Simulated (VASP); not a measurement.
A run of VASP 6.6.1:

INCAR

```
PREC     = Accurate       # precision mode
ENCUT    = 500            # plane-wave cutoff, eV
EDIFF    = 1E-6           # SCF threshold, eV
ISMEAR   = -1             # smearing method
SIGMA    = 0.08           # smearing width, eV
LREAL    = F              # projectors in reciprocal space
LASPH    = T              # aspherical terms in the spheres
NELM     = 120            # most SCF steps
ALGO     = Normal         # electronic algorithm
ISIF     = 2              # what is computed and relaxed
LWAVE    = F              # write WAVECAR
LCHARG   = T              # write CHGCAR
GGA      = PE             # functional
LELF     = T              # ELF
LVHAR    = T            
NBANDS   = 12             # bands
GGA_COMPAT= F
```

File KPOINTS:

```
Automatic mesh
0
Gamma
  10 10 10
```

POSCAR

```
Sb
1.0
    0.0000000000      2.9469798852      2.9469798852
    2.9469798852      0.0000000000      2.9469798852
    2.9469798852      2.9469798852      0.0000000000
Sb
2
Direct
   -0.1250000000     -0.1250000000     -0.1250000000
    0.1250000000      0.1250000000      0.1250000000
```

Potentials or basis: VASP PAW PBE potentials, release 64 (Sb).

The run is started by

```console
$ cat potpaw_PBE.64/Sb/POTCAR > POTCAR
$ mpirun -np 1 vasp_std > vasp.out
```

Hardware: 1 thread of Intel Xeon 6975P-C, on a shared host.

Task: How long does it take, and how much memory?

Result: It took 25 s on 1 thread of Intel Xeon 6975P-C, with other jobs on the host, peak memory 0.18 GiB. Counts: scf iterations 12, k points 47.
